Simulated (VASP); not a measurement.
# Tl (Im-3m) in VASP: further runs

Runs on Tl. Level: r2SCAN. Tasks: relaxation of cell and atoms.

Everything below comes from runs of VASP 6.6.1. Logs are shortened: lines on timing, memory, paths and dates and some standing lists are left out, and cuts for length are marked.

### 1 The cell of the first run

The structure is cubic, space group Im-3m (No. 229). Conventional cell: a = 3.850 Å, b = 3.850 Å, c = 3.850 Å, α = 90.00°, β = 90.00°, γ = 90.00°. Tl (site symmetry m-3m) has 14 Tl at 3.33 to 3.85 Å within 4.4 Å.

This isn't the form of Tl at room conditions, which is hcp.

### 2 Relaxation of cell and atoms, r2SCAN, target pressure 20 GPa, at which the enthalpy is minimised

POSCAR

```
Tl
1.0
   -1.9250000000      1.9250000000      1.9250000000
    1.9250000000     -1.9250000000      1.9250000000
    1.9250000000      1.9250000000     -1.9250000000
Tl
1
Direct
    0.0000000000      0.0000000000      0.0000000000
```

INCAR.step1

```
PREC = Accurate
ENCUT = 550
ISMEAR = -1
SIGMA = 0.1
LREAL = F
LASPH = T
NELM = 120
GGA = PE
ALGO = Normal
EDIFF = 1E-5
LWAVE = T
LCHARG = F
GGA_COMPAT = F
IBRION = 2
ISIF = 3
EDIFFG = -0.005
NELMIN = 4
NSW = 100
```

INCAR.step2

```
PREC = Accurate
ENCUT = 550
EDIFF = 1E-7
ISMEAR = -1
SIGMA = 0.1
LREAL = F
LASPH = T
NELM = 120
ALGO = Normal
ISIF = 3
LWAVE = F
LCHARG = F
METAGGA = R2SCAN
LMIXTAU = T
IBRION = 2
NSW = 80
EDIFFG = -0.03
PSTRESS = 200.0
ISTART = 1
GGA_COMPAT = F
NELMIN = 4
```

KPOINTS

```
regular mesh
0
Gamma
  8 8 8
```

Potentials or basis: VASP PAW PBE potentials, release 64 (Tl_d).

Command:

```
$ cat potpaw_PBE.64/Tl_d/POTCAR > POTCAR
$ cp INCAR.step1 INCAR
$ mpirun -np 1 vasp_std > vasp.out
$ cp INCAR.step2 INCAR
$ mpirun -np 1 vasp_std > vasp.out
```

OUTCAR:

```text
PREC = Accurate
   ENCUT = 550
   EDIFF = 1E-7
   ISMEAR = -1
   LREAL = F
   LASPH = T
   NELM = 120
   ISIF = 3
   METAGGA = R2SCAN
   IBRION = 2
   NSW = 80
   EDIFFG = -0.03
   PSTRESS = 200.0
   ISTART = 1
   NELMIN = 4

 ion  position               nearest neighbor table
   1  0.000  0.000  0.000-

  LATTYP: Found a body centered cubic cell.
 ALAT       =     3.8500000000

  Lattice vectors:

 A1 = (  -1.9250000000,   1.9250000000,   1.9250000000)
 A2 = (   1.9250000000,  -1.9250000000,   1.9250000000)
 A3 = (   1.9250000000,   1.9250000000,  -1.9250000000)

Analysis of symmetry for initial positions (statically):
=====================================================================
 Subroutine PRICEL returns:
 Original cell was already a primitive cell.

 Routine SETGRP: Setting up the symmetry group for a
 body centered cubic supercell.

 Subroutine GETGRP returns: Found 48 space group operations
 (whereof 48 operations were pure point group operations)
 out of a pool of 48 trial point group operations.

The static configuration has the point symmetry O_h .

Analysis of symmetry for dynamics (positions and initial velocities):
=====================================================================
 Subroutine PRICEL returns:
 Original cell was already a primitive cell.

 Routine SETGRP: Setting up the symmetry group for a
 body centered cubic supercell.

 Subroutine GETGRP returns: Found 48 space group operations
 (whereof 48 operations were pure point group operations)
 out of a pool of 48 trial point group operations.

The dynamic configuration has the point symmetry O_h .

 Subroutine INISYM returns: Found 48 space group operations
 (whereof 48 operations are pure point group operations),
 and found     1 'primitive' translations

----------------------------------------------------------------------------------------

                                     Primitive cell

  volume of cell :      28.5333

  direct lattice vectors                    reciprocal lattice vectors
    -1.925000000  1.925000000  1.925000000     0.000000000  0.259740260  0.259740260
     1.925000000 -1.925000000  1.925000000     0.259740260  0.000000000  0.259740260
     1.925000000  1.925000000 -1.925000000     0.259740260  0.259740260  0.000000000

  length of vectors
     3.334197805  3.334197805  3.334197805     0.367328198  0.367328198  0.367328198

  position of ions in fractional coordinates (direct lattice)
     0.000000000  0.000000000  0.000000000

  ion indices of the primitive-cell ions
   primitive index   ion index
                 1           1

----------------------------------------------------------------------------------------

 KPOINTS: regular mesh

Automatic generation of k-mesh.
 Grid dimensions read from file:
 generate k-points for:    8    8    8

 Generating k-lattice:

  Cartesian coordinates                     Fractional coordinates (reciprocal lattice)
     0.000000000  0.032467532  0.032467532     0.125000000  0.000000000  0.000000000
     0.032467532  0.000000000  0.032467532     0.000000000  0.125000000  0.000000000
     0.032467532  0.032467532  0.000000000     0.000000000  0.000000000  0.125000000

  Length of vectors
     0.045916025  0.045916025  0.045916025

  Shift w.r.t. Gamma in fractional coordinates (k-lattice)
     0.000000000  0.000000000  0.000000000

 Subroutine IBZKPT returns following result:
 ===========================================

 Found     29 irreducible k-points:

 Following reciprocal coordinates:
            Coordinates               Weight
  0.000000  0.000000  0.000000      1.000000
  0.125000  0.000000  0.000000     12.000000
  0.250000  0.000000  0.000000     12.000000
  0.375000  0.000000  0.000000     12.000000
  0.500000  0.000000  0.000000      6.000000
  0.125000  0.125000  0.000000     24.000000
[... 16 lines left out ...]
 -0.250000  0.250000  0.250000      6.000000
 -0.375000  0.375000  0.250000     24.000000
 [... further k-points ...]
   k-points           NKPTS =     29   k-points in BZ     NKDIM =     29   number of bands    NBANDS=     10
   number of dos      NEDOS =    301   number of ions     NIONS =      1
   total plane-waves  NPLWV =  21952
   dimension x,y,z NGX =    28 NGY =   28 NGZ =   28
   dimension x,y,z NGXF=    56 NGYF=   56 NGZF=   56
   ions per type =               1
   NGX,Y,Z   is equivalent  to a cutoff of  13.96, 13.96, 13.96 a.u.
   NGXF,Y,Z  is equivalent  to a cutoff of  27.92, 27.92, 27.92 a.u.
 SYSTEM =  unknown system
   PREC   = accura    normal or accurate (medium, high low for compatibility)
   ISTART =      1    job   : 0-new  1-cont  2-samecut
   ICHARG =      0    charge: 1-file 2-atom 10-const
   ISPIN  =      1    spin polarized calculation?
   LNONCOLLINEAR =      F non collinear calculations
   LSORBIT =      F    spin-orbit coupling
   LASPH  =      T    aspherical Exc in radial PAW
[... 42 lines left out ...]

 number of electron      12.9999998 magnetization

 Free energy of the ion-electron system (eV)
  ---------------------------------------------------
  ext. energy  EPLUGINS =         0.00000000
  ---------------------------------------------------
  free energy    TOTEN  =       -53.15771488 eV

  energy without entropy =      -53.13083125  energy(sigma->0) =      -53.14427306

------------------------ aborting loop because EDIFF is reached ----------------------------------------

  FORCE on cell =-STRESS in cart. coord.  units (eV):
  Direction    XX          YY          ZZ          XY          YZ          ZX
  --------------------------------------------------------------------------------------
  -------------------------------------------------------------------------------------
  Total        0.3958069      0.3958069      0.3958069      0.0000000     -0.0000000     -0.0000000
  in kB       22.2249973     22.2249973     22.2249973      0.0000000     -0.0000000     -0.0000000
  external PRESSURE =    -177.7750027 kB  Pullay stress =     200.0000000 kB

 VOLUME and BASIS-vectors are now :
 -----------------------------------------------------------------------------
  energy-cutoff  :      550.00
  volume of cell :       28.53
      direct lattice vectors                 reciprocal lattice vectors
    -1.925000000  1.925000000  1.925000000     0.000000000  0.259740260  0.259740260
     1.925000000 -1.925000000  1.925000000     0.259740260  0.000000000  0.259740260
     1.925000000  1.925000000 -1.925000000     0.259740260  0.259740260  0.000000000
[... 7 lines left out ...]
  FREE ENERGIE OF THE ION-ELECTRON SYSTEM (eV)
  ---------------------------------------------------
  free  energy   TOTEN  =       -53.1577148756 eV

  energy  without entropy=      -53.1308312518  energy(sigma->0) =      -53.14427306

  enthalpy is  TOTEN    =       -49.5958978450 eV   P V=        3.5618170306

--------------------------------------- Ionic step        2  -------------------------------------------

 number of electron      13.0000000 magnetization

 E-fermi :  14.0383     XC(G=0): -13.9695

 val. band max:       13.9047027303   @ k =  -0.3750   0.5000   0.2500
 cond. band min:      14.0882839914   @ k =   0.2500   0.2500   0.0000
 fundamental gap:      0.1835812611
 Fermi energy:        14.0383216171

 k-point     1 :       0.0000    0.0000    0.0000
  band No.  band energies     occupation
      1      -1.6509      2.00000
      2      -0.2839      2.00000
      3      -0.2839      2.00000
      4      -0.2839      2.00000
      5       1.0631      2.00000
      6       1.0631      2.00000
      7      27.1469      0.00000
      8      27.1469      0.00000
      9      27.1469      0.00000
     10      31.7774      0.00000

 k-point     2 :       0.1250    0.0000    0.0000
  band No.  band energies     occupation
      1      -1.1466      2.00000
      2      -0.3852      2.00000
      3      -0.1877      2.00000
      4       0.0068      2.00000
      5       0.9636      2.00000
      6       1.0667      2.00000
      7      25.4716      0.00000
      8      26.7999      0.00000
      9      28.9999      0.00000
     10      29.6859      0.00000
[... 388 lines left out ...]
  FREE ENERGIE OF THE ION-ELECTRON SYSTEM (eV)
  ---------------------------------------------------
  free  energy   TOTEN  =       -52.8280945254 eV

  energy  without entropy=      -52.8008713002  energy(sigma->0) =      -52.81448291

  enthalpy is  TOTEN    =       -49.9892602758 eV   P V=        2.8388342497

--------------------------------------- Ionic step        5  -------------------------------------------

 number of electron      13.0000000 magnetization

 Free energy of the ion-electron system (eV)
  ---------------------------------------------------
  ext. energy  EPLUGINS =         0.00000000
  ---------------------------------------------------
  free energy    TOTEN  =       -52.81485593 eV

  energy without entropy =      -52.78757947  energy(sigma->0) =      -52.80121770

 E-fermi :   9.5051     XC(G=0): -12.2119

 val. band max:        9.4982758138   @ k =  -0.3750   0.5000   0.2500
 cond. band min:       9.5988234657   @ k =  -0.3750   0.3750   0.1250
 fundamental gap:      0.1005476520
 Fermi energy:         9.5051083239

 k-point     1 :       0.0000    0.0000    0.0000
  band No.  band energies     occupation
      1      -3.4124      2.00000
      2      -3.4124      2.00000
      3      -3.4124      2.00000
      4      -2.9966      2.00000
      5      -2.6425      2.00000
      6      -2.6425      2.00000
      7      22.8888      0.00000
      8      22.8888      0.00000
      9      22.8888      0.00000
     10      23.4601      0.00000

 k-point     2 :       0.1250    0.0000    0.0000
  band No.  band energies     occupation
      1      -3.4650      2.00000
      2      -3.4139      2.00000
      3      -3.2420      2.00000
      4      -2.7122      2.00000
      5      -2.6421      2.00000
      6      -2.4970      2.00000
      7      19.4494      0.00000
      8      21.6972      0.00000
      9      21.8675      0.00000
     10      22.7290      0.00000
[... 308 lines left out ...]
 POSITION                                       TOTAL-FORCE (eV/Angst)
 -----------------------------------------------------------------------------------
      0.00000      0.00000     -0.00000         0.000000      0.000000      0.000000
 -----------------------------------------------------------------------------------
    total drift:                               -0.000000     -0.000000      0.000000

  FREE ENERGIE OF THE ION-ELECTRON SYSTEM (eV)
  ---------------------------------------------------
  free  energy   TOTEN  =       -52.8148559336 eV

  energy  without entropy=      -52.7875794741  energy(sigma->0) =      -52.80121770

  enthalpy is  TOTEN    =       -49.9893816155 eV   P V=        2.8254743181

 reached required accuracy - stopping structural energy minimisation
```

Wall time 3.2 min (1 thread of AMD EPYC 9R45 (Zen 5), shared host); peak memory 0.15 GiB.

What came out:

| Quantity | Value |
| --- | --- |
| Free energy | -52.8149 eV |
| Relaxed volume | 22.63 Å³/atom |
| Relaxed cell | a = 3.086 Å, b = 3.086 Å, c = 3.086 Å, α = 109.47°, β = 109.47°, γ = 109.47° |
| Space group after relaxing (to 0.1 Å) | Im-3m (No. 229) |
| Energy change on relaxing (the run minimises the enthalpy) | +342.9 meV/atom |
| Ionic steps | 5 |
| Pressure after relaxing | 20.1 GPa |
| Band gap on the k mesh | zero (an odd number of electrons rules out a gap without spin polarisation) |

Step by step:
```tsv
step	energy change (eV)	largest force (eV/Å)	pressure (GPa)	volume (Å³)
1	0.0000	0.0000	2.22	28.53
2	1.7519	0.0000	78.53	17.35
3	0.3069	0.0000	18.56	22.93
4	0.3296	0.0000	19.54	22.74
5	0.3429	0.0000	20.11	22.63
```

Final structure:
```
CELL_PARAMETERS angstrom
-1.78198 1.78198 1.78198
1.78198 -1.78198 1.78198
1.78198 1.78198 -1.78198
ATOMIC_POSITIONS crystal
Tl 0.00000 0.00000 0.00000
```

Levels at points of the mesh, in eV from the Fermi level:
| k point | band 3 | band 4 | band 5 | band 6 | band 7 | band 8 | band 9 | band 10 |
| --- | --- | --- | --- | --- | --- | --- | --- | --- |
| (0.00, 0.00, 0.00) | -12.92 | -12.50 | -12.15 | -12.15 | 13.38 | 13.38 | 13.38 | 13.95 |
| (0.50, 0.00, 0.00) | -12.20 | -12.13 | -11.62 | -5.16 | -4.03 | 6.99 | 8.12 | 12.76 |
| (0.50, 0.50, 0.50) | -11.75 | -11.75 | -11.75 | -0.19 | 1.26 | 1.26 | 1.26 | 7.83 |

Caveat: the cell is relaxed towards a set pressure, so the run minimises the enthalpy, not the energy; the volume moved by over 15 % at a fixed basis, so the end points are rough; the PAW data sets were made with another functional, which shifts forces and pressure a little; spin-orbit coupling is left out, which moves the levels of the heavy elements.

### 3 Relaxation of cell and atoms, r2SCAN, target pressure 40 GPa, at which the enthalpy is minimised

POSCAR is that of step 2.

INCAR.step1

```
PREC = Accurate
ENCUT = 550
ISMEAR = -1
SIGMA = 0.1
LREAL = False
LASPH = True
NELM = 120
GGA = PE
ALGO = Normal
EDIFF = 1E-5
LWAVE = True
LCHARG = False
GGA_COMPAT = False
IBRION = 2
ISIF = 3
EDIFFG = -0.005
NELMIN = 4
NSW = 100
```

INCAR.step2

```
PREC = Accurate
ENCUT = 550
EDIFF = 1E-7
ISMEAR = -1
SIGMA = 0.1
LREAL = False
LASPH = True
NELM = 120
ALGO = Normal
ISIF = 3
LWAVE = False
LCHARG = False
METAGGA = R2SCAN
LMIXTAU = True
IBRION = 2
NSW = 80
EDIFFG = -0.03
PSTRESS = 400.0
ISTART = 1
GGA_COMPAT = False
NELMIN = 4
```

KPOINTS is that of step 2.

Potentials or basis: VASP PAW PBE potentials, release 64 (Tl_d).

Command:

```
$ cat potpaw_PBE.64/Tl_d/POTCAR > POTCAR
$ cp INCAR.step1 INCAR
$ mpirun -np 1 vasp_std > vasp.out
$ cp INCAR.step2 INCAR
$ mpirun -np 1 vasp_std > vasp.out
```

It took 5.2 min on 1 thread of AMD EPYC 9R45 (Zen 5), shared host; peak memory 0.16 GiB.

The run converged. Its results:

```yaml
Free_energy: -52.3325 eV
Relaxed_volume: 19.96 Å³/atom
Relaxed_cell: a = 2.960 Å, b = 2.960 Å, c = 2.960 Å, α = 109.47°, β = 109.47°, γ = 109.47°
Space_group_after_relaxing_to_0.1_Å: Im-3m (No. 229)
Energy_change_on_relaxing_the_run_minimises_the_enthalpy: +825.2 meV/atom
Ionic_steps: 7
Pressure_after_relaxing: 39.9 GPa
Band_gap_on_the_k_mesh: zero (an odd number of electrons rules out a gap without spin polarisation)
```

The path:
| step | energy change (eV) | largest force (eV/Å) | pressure (GPa) | volume (Å³) |
| --- | --- | --- | --- | --- |
| 1 | 0.0000 | 0.0000 | 2.22 | 28.53 |
| 2 | 20.7061 | 0.0000 | 1090.03 | 8.79 |
| 3 | 0.0846 | 0.0000 | 8.02 | 25.73 |
| 4 | 0.2111 | 0.0000 | 14.27 | 23.87 |
| 5 | 1.0285 | 0.0000 | 48.28 | 19.22 |
| 6 | 0.7856 | 0.0000 | 38.29 | 20.12 |
| 7 | 0.8252 | 0.0000 | 39.92 | 19.96 |

Final structure:
```
CELL_PARAMETERS angstrom
-1.70888 1.70888 1.70888
1.70888 -1.70888 1.70888
1.70888 1.70888 -1.70888
ATOMIC_POSITIONS crystal
Tl 0.00000 0.00000 0.00000
```

Levels at points of the mesh, in eV from the Fermi level:
| k point | band 2 | band 3 | band 4 | band 5 | band 6 | band 7 | band 8 | band 9 | band 10 |
| --- | --- | --- | --- | --- | --- | --- | --- | --- | --- |
| (0.00, 0.00, 0.00) | -13.47 | -13.47 | -13.47 | -12.46 | -12.46 | 13.37 | 13.37 | 13.37 | 15.69 |
| (0.50, 0.00, 0.00) | -13.95 | -12.53 | -12.43 | -11.76 | -5.06 | -4.86 | 7.53 | 8.27 | 14.02 |
| (0.50, 0.50, 0.50) | -14.13 | -11.93 | -11.93 | -11.93 | 0.78 | 1.06 | 1.06 | 1.06 | 8.38 |

Caveat: the cell is relaxed towards a set pressure, so the run minimises the enthalpy, not the energy; the volume moved by over 15 % at a fixed basis, so the end points are rough; the PAW data sets were made with another functional, which shifts forces and pressure a little; spin-orbit coupling is left out, which moves the levels of the heavy elements.

### 4 Relaxation of cell and atoms, r2SCAN, target pressure 60 GPa, at which the enthalpy is minimised

POSCAR is that of step 3.

INCAR.step1

```
SYSTEM = Tl
PREC = Accurate
ENCUT = 550
ISMEAR = -1
SIGMA = 0.1
LREAL = .FALSE.
LASPH = .TRUE.
NELM = 120
GGA = PE
ALGO = Normal
EDIFF = 1E-5
LWAVE = .TRUE.
LCHARG = .FALSE.
GGA_COMPAT = .FALSE.
IBRION = 2
ISIF = 3
EDIFFG = -0.005
NELMIN = 4
NSW = 100
```

INCAR.step2

```
SYSTEM = Tl
PREC = Accurate
ENCUT = 550
EDIFF = 1E-7
ISMEAR = -1
SIGMA = 0.1
LREAL = .FALSE.
LASPH = .TRUE.
NELM = 120
ALGO = Normal
ISIF = 3
LWAVE = .FALSE.
LCHARG = .FALSE.
METAGGA = R2SCAN
LMIXTAU = .TRUE.
IBRION = 2
NSW = 80
EDIFFG = -0.03
PSTRESS = 600.0
ISTART = 1
GGA_COMPAT = .FALSE.
NELMIN = 4
```

KPOINTS

```
Automatic mesh
0
G
  8 8 8
  0 0 0
```

Command:

```
$ cat potpaw_PBE.64/Tl_d/POTCAR > POTCAR
$ cp INCAR.step1 INCAR
$ mpirun -np 1 vasp_std > vasp.out
$ cp INCAR.step2 INCAR
$ mpirun -np 1 vasp_std > vasp.out
```

Run time: 7.6 min. Hardware: 1 thread of AMD EPYC 9R45 (Zen 5), shared host; peak memory 0.2 GiB.

It converged, with:

| Property | Result |
| --- | --- |
| Free energy | -51.8463 eV |
| Relaxed volume | 18.38 Å³/atom |
| Relaxed cell | a = 2.880 Å, b = 2.880 Å, c = 2.880 Å, α = 109.47°, β = 109.47°, γ = 109.47° |
| Space group after relaxing (to 0.1 Å) | Im-3m (No. 229) |
| Energy change on relaxing (the run minimises the enthalpy) | +1311.4 meV/atom |
| Ionic steps | 10 |
| Pressure after relaxing | 60.0 GPa |
| Band gap on the k mesh | zero (an odd number of electrons rules out a gap without spin polarisation) |

The path:
| step | energy change (eV) | largest force (eV/Å) | pressure (GPa) | volume (Å³) |
| --- | --- | --- | --- | --- |
| 1 | 0.0000 | 0.0000 | 2.22 | 28.53 |
| 2 | 150.1225 | 0.0000 | 11656.94 | 3.64 |
| 3 | 0.0347 | 0.0000 | 5.02 | 26.97 |
| 4 | 0.0882 | 0.0000 | 8.22 | 25.65 |
| 5 | 2.3403 | 0.0000 | 103.64 | 16.31 |
| 6 | 1.0182 | 0.0000 | 47.85 | 19.25 |
| 7 | 1.2683 | 0.0000 | 58.21 | 18.50 |
| 8 | 1.3322 | 0.0000 | 60.87 | 18.32 |
| 9 | 1.2482 | 0.0000 | 57.38 | 18.55 |
| 10 | 1.3114 | 0.0000 | 60.01 | 18.38 |

Final structure:
```yaml
crystal:
  lattice:
    - [-1.66249, 1.66249, 1.66249]
    - [1.66249, -1.66249, 1.66249]
    - [1.66249, 1.66249, -1.66249]
  atoms:
    - { symbol: Tl, position: [0.00000, 0.00000, 0.00000] }
```

Levels at points of the mesh, in eV from the Fermi level:
```csv
k point,band 2,band 3,band 4,band 5,band 6,band 7,band 8,band 9,band 10
"(0.00, 0.00, 0.00)",-13.94,-13.94,-13.94,-12.74,-12.74,13.25,13.25,13.25,16.88
"(0.50, 0.00, 0.00)",-14.51,-12.83,-12.70,-11.89,-5.49,-4.98,7.87,8.25,14.89
"(0.50, 0.50, 0.50)",-14.77,-12.10,-12.10,-12.10,0.88,0.88,0.88,1.45,8.78
```

Caveat: the cell is relaxed towards a set pressure, so the run minimises the enthalpy, not the energy; the volume moved by over 15 % at a fixed basis, so the end points are rough; the PAW data sets were made with another functional, which shifts forces and pressure a little; spin-orbit coupling is left out, which moves the levels of the heavy elements.

### 5 Summary

| cell | gap on the mesh (eV) | pressure (GPa) |
| --- | --- | --- |
| relaxed to 20 GPa | none | 20.1 |
| relaxed to 40 GPa | none | 39.9 |
| relaxed to 60 GPa | none | 60.0 |

Alike in all rows: task relaxation of cell and atoms; level r2SCAN; potentials or basis VASP PAW PBE potentials, release 64 (Tl_d); no spin polarisation; k mesh 8 × 8 × 8; cutoff (eV) 550; smearing fermi-dirac 0.1 eV.

Caveats: the cell is relaxed towards a set pressure, so the run minimises the enthalpy, not the energy; the volume moved by over 15 % at a fixed basis, so the end points are rough; the PAW data sets were made with another functional, which shifts forces and pressure a little; spin-orbit coupling is left out, which moves the levels of the heavy elements.

Total energies depend on the potentials used, so only differences within one code and one set of settings carry meaning.
